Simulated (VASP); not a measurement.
# YGe3Sb (Pm) in VASP: single point with PBE

Aim: the single point of YGe3Sb with PBE.

All numbers are computed with VASP 6.6.1; they aren't measurements. Logs are shortened: lines on timing, memory, paths and dates and some standing lists are left out, and cuts for length are marked.

## (1) The cell of the first run

Symmetry: Pm, No. 6, monoclinic system. Conventional cell: a = 4.153 Å, b = 4.395 Å, c = 6.792 Å, α = 90.00°, β = 105.55°, γ = 90.00°. Within 4.4 Å of Y (site symmetry m) lie 9 Ge at 3.00 to 4.30 Å and 2 Sb at 3.22 Å and 4 Y at 4.15 to 4.39 Å. Ge (site symmetry m) has 4 Ge at 2.93 to 3.25 Å and 2 Sb at 2.99 to 3.07 Å and 4 Y at 3.00 to 3.05 Å within 3.9 Å. Ge (site symmetry m) has 2 Sb at 2.87 to 3.04 Å and 6 Ge at 2.87 to 3.19 Å and 2 Y at 3.05 Å within 3.8 Å. Ge (site symmetry m) has 6 Ge at 2.87 to 3.25 Å and 2 Sb at 2.96 Å and 2 Y at 3.05 to 3.07 Å within 3.8 Å. Sb (site symmetry m) has 6 Ge at 2.87 to 3.07 Å and 2 Y at 3.22 Å within 3.8 Å.

## (2) Single point, PBE

The input, INCAR:

```
SYSTEM = YGe3Sb
PREC = Accurate
ENCUT = 520
EDIFF = 1E-6
ISMEAR = 0
SIGMA = 0.1
LREAL = .FALSE.
LASPH = .TRUE.
NELM = 80
ALGO = Normal
ISIF = 2
LWAVE = .FALSE.
LCHARG = .FALSE.
GGA = PE
NBANDS = 37
```

The input, KPOINTS:

```
regular mesh
0
G
  10 10 6
  0 0 0
```

The input, POSCAR:

```
YGe3Sb
1.0
    4.1522959527      0.0000000000     -0.0781631827
    0.0000000000      4.3947493693      0.0000000000
   -1.6979627498      0.0000000000      6.5766694934
Y Ge Sb
1 3 1
Direct
    0.8589195911      0.0000000000      0.0429678346
    0.3580208154      0.5000000000      0.0216877432
    0.0531047675      0.5000000000      0.3639589616
    0.5072560764      0.0000000000      0.3868594624
    0.7226987496      0.5000000000      0.6845259980
```

Potentials or basis: VASP PAW PBE potentials, release 64 (Y_sv, Ge_d, Sb).

On the command line:

```
$ cat potpaw_PBE.64/Y_sv/POTCAR potpaw_PBE.64/Ge_d/POTCAR potpaw_PBE.64/Sb/POTCAR > POTCAR
$ mpirun -np 1 vasp_std > vasp.out
```

OUTCAR:

```text
SYSTEM = YGe3Sb
   PREC = Accurate
   ENCUT = 520
   EDIFF = 1E-6
   ISMEAR = 0
   LREAL = .FALSE.
   LASPH = .TRUE.
   NELM = 80
   ISIF = 2
   GGA = PE

 ion  position               nearest neighbor table
   1  0.859  0.000  0.043-   2 3.00   2 3.00   3 3.05   3 3.05   2 3.05   2 3.05   4 3.05   4 3.07
                             5 3.22   5 3.22
   2  0.358  0.500  0.022-   5 2.99   1 3.00   1 3.00   1 3.05   1 3.05   5 3.07
   3  0.053  0.500  0.364-   5 2.87   4 2.87   4 2.87   5 3.04   1 3.05   1 3.05
   4  0.507  0.000  0.387-   3 2.87   3 2.87   5 2.96   5 2.96   1 3.05   1 3.07
   5  0.723  0.500  0.685-   3 2.87   4 2.96   4 2.96   2 2.99   3 3.04   2 3.07   1 3.22   1 3.22

  LATTYP: Found a simple monoclinic cell.
 ALAT       =     4.1530315628
 B/A-ratio  =     1.0582027376
 C/A-ratio  =     1.6355097333
 COS(beta)  =    -0.2681615296

  Lattice vectors:

 A1 = (   4.1522959527,   0.0000000000,  -0.0781631827)
 A2 = (   0.0000000000,   4.3947493693,   0.0000000000)
 A3 = (  -1.6979627498,   0.0000000000,   6.5766694934)

Analysis of symmetry for initial positions (statically):
=====================================================================
 Subroutine PRICEL returns:
 Original cell was already a primitive cell.

 Routine SETGRP: Setting up the symmetry group for a
 simple monoclinic supercell.

 Subroutine GETGRP returns: Found  2 space group operations
 (whereof  2 operations were pure point group operations)
 out of a pool of  4 trial point group operations.

The static configuration has the point symmetry C_1h.

Analysis of symmetry for dynamics (positions and initial velocities):
=====================================================================
 Subroutine PRICEL returns:
 Original cell was already a primitive cell.

 Routine SETGRP: Setting up the symmetry group for a
 simple monoclinic supercell.

 Subroutine GETGRP returns: Found  2 space group operations
 (whereof  2 operations were pure point group operations)
 out of a pool of  4 trial point group operations.

The dynamic configuration has the point symmetry C_1h.

 Subroutine INISYM returns: Found  2 space group operations
 (whereof  2 operations are pure point group operations),
 and found     1 'primitive' translations

----------------------------------------------------------------------------------------

                                     Primitive cell

  volume of cell :     119.4298

  direct lattice vectors                    reciprocal lattice vectors
     4.152295953  0.000000000 -0.078163183     0.242006770  0.000000000  0.062481242
     0.000000000  4.394749369  0.000000000     0.000000000  0.227544262  0.000000000
    -1.697962750  0.000000000  6.576669493     0.002876231  0.000000000  0.152795231

  length of vectors
     4.153031563  4.394749369  6.792323544     0.249942358  0.227544262  0.152822300

  position of ions in fractional coordinates (direct lattice)
     0.858919591  0.000000000  0.042967835
     0.358020815  0.500000000  0.021687743
     0.053104768  0.500000000  0.363958962
     0.507256076  0.000000000  0.386859462
     0.722698750  0.500000000  0.684525998

  ion indices of the primitive-cell ions
   primitive index   ion index
                 1           1
                 2           2
                 3           3
                 4           4
                 5           5

----------------------------------------------------------------------------------------

 KPOINTS: regular mesh

Automatic generation of k-mesh.
 Grid dimensions read from file:
 generate k-points for:   10   10    6

 Generating k-lattice:

  Cartesian coordinates                     Fractional coordinates (reciprocal lattice)
     0.024200677  0.000000000  0.006248124     0.100000000  0.000000000  0.000000000
     0.000000000  0.022754426  0.000000000     0.000000000  0.100000000  0.000000000
     0.000479372  0.000000000  0.025465872     0.000000000  0.000000000  0.166666667

  Length of vectors
     0.024994236  0.022754426  0.025470383

  Shift w.r.t. Gamma in fractional coordinates (k-lattice)
     0.000000000  0.000000000  0.000000000

 Subroutine IBZKPT returns following result:
 ===========================================

 Found    192 irreducible k-points:

 Following reciprocal coordinates:
            Coordinates               Weight
  0.000000  0.000000  0.000000      1.000000
  0.100000  0.000000 -0.000000      2.000000
  0.200000  0.000000 -0.000000      2.000000
  0.300000  0.000000 -0.000000      2.000000
  0.400000  0.000000 -0.000000      2.000000
  0.500000  0.000000 -0.000000      1.000000
[... 16 lines left out ...]
  0.400000  0.300000 -0.000000      4.000000
  0.500000  0.300000 -0.000000      2.000000
 [... further k-points ...]
   k-points           NKPTS =    192   k-points in BZ     NKDIM =    192   number of bands    NBANDS=     37
   number of dos      NEDOS =    301   number of ions     NIONS =      5
   total plane-waves  NPLWV =  62208
   dimension x,y,z NGX =    32 NGY =   36 NGZ =   54
   dimension x,y,z NGXF=    64 NGYF=   72 NGZF=  108
   ions per type =               1   3   1
   NGX,Y,Z   is equivalent  to a cutoff of  12.81, 13.62, 13.22 a.u.
   NGXF,Y,Z  is equivalent  to a cutoff of  25.62, 27.24, 26.43 a.u.
 SYSTEM =  YGe3Sb
   PREC   = accura    normal or accurate (medium, high low for compatibility)
   ISTART =      0    job   : 0-new  1-cont  2-samecut
   ICHARG =      2    charge: 1-file 2-atom 10-const
   ISPIN  =      1    spin polarized calculation?
   LNONCOLLINEAR =      F non collinear calculations
   LSORBIT =      F    spin-orbit coupling
   LASPH  =      T    aspherical Exc in radial PAW
   ENCUT  =  520.0 eV  38.22 Ry    6.18 a.u.   7.72  8.17 12.63*2*pi/ulx,y,z
   NELM   =     80;   NELMIN=  2; NELMDL= -5     # of ELM steps
   EDIFF  = 0.1E-05   stopping-criterion for ELM
   LREAL  =      F    real-space projection
[... 7 lines left out ...]
   TEBEG  =    0.0;   TEEND  =   0.0 temperature during run
   PSTRESS=    0.0 pullay stress
   NELECT =      58.0000    total number of electrons
   NUPDOWN=      -1.0000    fix difference up-down
   EMIN   =  10.00;   EMAX   =-10.00  energy-range for DOS
   EFERMI =   0.00;   METHOD = LEGACY
   ISMEAR =     0;   SIGMA  =   0.10  broadening in eV -4-tet -1-fermi 0-gaus
   EFERMI_NEDOS =   21; number of points for ismear=-14 and -15
   IALGO  =     38    algorithm
   IMIX   =      4    mixing-type and parameters
     AMIX     =   0.40;   BMIX     =  1.00
     AMIX_MAG =   1.60;   BMIX_MAG =  1.00
  volume/ion in A,a.u.               =      23.89       161.19
  Fermi-wavevector in a.u.,A,eV,Ry     =   1.286807  2.431712 22.529497  1.655871
  Thomas-Fermi vector in A             =   2.418859
   LORBIT       =      0    0 simple, 1 ext, 2 COOP (PROOUT), +10 PAW based schemes
   GGA     = PE    functional components
   LHFCALC =     F    Hartree Fock is set to
   AEXX    =    0.0000 exact exchange contribution
   IVDW    =     0    specifies the selected vdW correction
   LEPSILON=     F    determine dielectric tensor
   LRPA    =     F    only Hartree local field effects (RPA)
 non-spin polarized calculation
 Gauss-broadening in eV      SIGMA  =   0.10
  energy-cutoff  :      520.00
  volume of cell :      119.43
 maximum number of plane-waves:      3246
   NGX = 15   NGY = 17   NGZ = 25

 number of electron      58.0000021 magnetization

 Free energy of the ion-electron system (eV)
  ---------------------------------------------------
  ext. energy  EPLUGINS =         0.00000000
  ---------------------------------------------------
  free energy    TOTEN  =       -25.14094152 eV

  energy without entropy =      -25.13264758  energy(sigma->0) =      -25.13679455

 E-fermi :   5.5929     XC(G=0): -10.2478

 val. band max:        5.5872976708   @ k =  -0.0000   0.5000   0.5000
 cond. band min:       5.5942256303   @ k =  -0.3000   0.2000   0.3333
 fundamental gap:      0.0069279595
 Fermi energy:         5.5929198593

 k-point     1 :       0.0000    0.0000    0.0000
  band No.  band energies     occupation
      1     -37.0008      2.00000
      2     -19.0226      2.00000
      3     -19.0176      2.00000
      4     -19.0046      2.00000
      5     -18.9723      2.00000
      6     -18.9625      2.00000
[... 29 lines left out ...]
     36       9.3219      0.00000
     37      10.2500      0.00000

 k-point     2 :       0.1000    0.0000   -0.0000
  band No.  band energies     occupation
      1     -37.0005      2.00000
      2     -19.0223      2.00000
      3     -19.0173      2.00000
      4     -19.0032      2.00000
      5     -18.9725      2.00000
      6     -18.9616      2.00000
[... 29 lines left out ...]
     36       9.4584      0.00000
     37       9.8345      0.00000

 k-point     3 :       0.2000    0.0000   -0.0000
  band No.  band energies     occupation
      1     -36.9996      2.00000
      2     -19.0214      2.00000
      3     -19.0165      2.00000
      4     -18.9992      2.00000
      5     -18.9727      2.00000
      6     -18.9594      2.00000
[... 29 lines left out ...]
     36       9.4686      0.00000
     37       9.7682      0.00000

 k-point     4 :       0.3000    0.0000   -0.0000
  band No.  band energies     occupation
      1     -36.9985      2.00000
      2     -19.0204      2.00000
      3     -19.0157      2.00000
      4     -18.9937      2.00000
      5     -18.9728      2.00000
      6     -18.9569      2.00000
[... 29 lines left out ...]
     36       9.6093      0.00000
     37      10.3482      0.00000
[... 683 lines left out ...]
      1     -36.9973      2.00000
      2     -19.0212      2.00000
      3     -19.0162      2.00000
      4     -18.9900      2.00000
      5     -18.9735      2.00000
      6     -18.9554      2.00000
[... 29 lines left out ...]
     36       9.8830      0.00000
     37       9.9198      0.00000

 k-point    23 :       0.4000    0.3000   -0.0000
  band No.  band energies     occupation
      1     -36.9965      2.00000
      2     -19.0215      2.00000
      3     -19.0163      2.00000
      4     -18.9896      2.00000
      5     -18.9740      2.00000
      6     -18.9544      2.00000
[... 29 lines left out ...]
     36       9.8649      0.00000
     37      10.0570      0.00000

 k-point    24 :       0.5000    0.3000   -0.0000
  band No.  band energies     occupation
      1     -36.9962      2.00000
      2     -19.0216      2.00000
      3     -19.0163      2.00000
      4     -18.9895      2.00000
      5     -18.9742      2.00000
      6     -18.9540      2.00000
[... 29 lines left out ...]
     36       9.8579      0.00000
     37      10.0968      0.00000

 [... further k-points ...]
[... 5 lines left out ...]
  --------------------------------------------------------------------------------------
  -------------------------------------------------------------------------------------
  Total       -0.0615030     -0.0332356     -0.0366860      0.0000000      0.0000000     -0.0013648
  in kB       -0.8250764     -0.4458628     -0.4921510      0.0000000      0.0000000     -0.0183089
  external PRESSURE =      -0.5876967 kB  Pullay stress =       0.0000000 kB

 VOLUME and BASIS-vectors are now :
 -----------------------------------------------------------------------------
  energy-cutoff  :      520.00
  volume of cell :      119.43
      direct lattice vectors                 reciprocal lattice vectors
     4.152295953  0.000000000 -0.078163183     0.242006770  0.000000000  0.062481242
     0.000000000  4.394749369  0.000000000     0.000000000  0.227544262  0.000000000
    -1.697962750  0.000000000  6.576669493     0.002876231  0.000000000  0.152795231

 POSITION                                       TOTAL-FORCE (eV/Angst)
 -----------------------------------------------------------------------------------
      3.49353      0.00000      0.21545         0.001975      0.000000      0.009141
      1.44978      2.19737      0.11465        -0.000015      0.000000     -0.006487
     -0.39748      2.19737      2.38949        -0.002584      0.000000     -0.000199
      1.44940      0.00000      2.50460         0.002232      0.000000     -0.001738
      1.83856      2.19737      4.44541        -0.001608      0.000000     -0.000717
 -----------------------------------------------------------------------------------
    total drift:                                0.000307      0.000000     -0.000800

  FREE ENERGIE OF THE ION-ELECTRON SYSTEM (eV)
  ---------------------------------------------------
  free  energy   TOTEN  =       -25.1409415247 eV

  energy  without entropy=      -25.1326475817  energy(sigma->0) =      -25.13679455
```

It took 26 min on 1 thread of Intel Xeon 8259CL, shared host; peak memory 0.87 GiB.

What came out:

| Item | Value |
| --- | --- |
| Free energy | -25.1409 eV |
| Pressure | -0.1 GPa |
| Largest force | 0.009 eV/Å |
| Band gap on the k mesh | zero (bands 29 and 30 overlap by 1.75 eV) |

Forces in eV/Å, atoms in the order of the input:
```
Y    0.002  0.000  0.009
Ge   0.000  0.000 -0.006
Ge  -0.003  0.000  0.000
Ge   0.002  0.000 -0.002
Sb  -0.002  0.000 -0.001
```

Caveat: spin-orbit coupling is left out, which moves the levels of the heavy elements.
